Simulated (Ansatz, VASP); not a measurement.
One calculation of Cl, two programs

The input INCAR:

```
ALGO = Normal ; EDIFF = 1E-6
ENCUT = 520 ; GGA = PE
ISIF = 2 ; ISMEAR = -1
LASPH = T ; LCHARG = F
LREAL = F ; LWAVE = F
NBANDS = 14 ; NELM = 60
PREC = Accurate ; SIGMA = 0.08
```

File KPOINTS:

```
k-points
0
Gamma
  14 14 8
```

File POSCAR:

```
Cl
1.0
    2.5339487350      0.0000000000      0.0000000000
   -1.2669743675      2.1944639764      0.0000000000
    0.0000000000      0.0000000000      3.7107762221
Cl
2
Direct
    0.3333333333      0.6666666667      0.2500000000
    0.6666666667      0.3333333333      0.7500000000
```

Input for Ansatz:

```yaml
crystal:
  lattice:
    - [2.533948735, 0.0, 0.0]
    - [-1.2669743675, 2.1944639764, 0.0]
    - [0.0, 0.0, 3.7107762221]
  atoms:
    - { symbol: Cl, position: [0.3333333333, 0.6666666667, 0.25] }
    - { symbol: Cl, position: [0.6666666667, 0.3333333333, 0.75] }
kpoints:
  mp_grid: { grid: [14, 14, 8] }
scf:
  occupations: { method: fermi_dirac, width: 0.08 }
hamiltonian:
  xc: pbe
  pseudopotentials: { kind: all_electron, lapw: { basis_error: 0.001 } }
output:
  forces: true
  stress: true
  eigenvalues: true
  populations: true
```

Change from the starting cell: volume scaled by 0.45, LAPW.

Alike in both runs: task single point; functional PBE; k mesh 14 × 14 × 8; occupations fermi-dirac, width 0.08 eV; no spin polarisation.

|  | VASP | Ansatz |
| --- | --- | --- |
| version | VASP 6.6.1 | Ansatz 0.2.0 |
| potentials or method | VASP PAW PBE potentials, release 64 (Cl), cutoff 520 eV | all-electron LAPW, scalar-relativistic |

```csv
,VASP,Ansatz,Ansatz less VASP
pressure (GPa),130.4,131.8,+1.35
"traceless stress, the component that is largest in VASP (GPa)",0.00,0.08,+0.081
```

Both programs put the cell under a high pressure, so it lies far from rest at this level. Ansatz ran all-electron here, and VASP with PAW potentials.

Noted on VASP's run: the cell as given lies far from equilibrium.
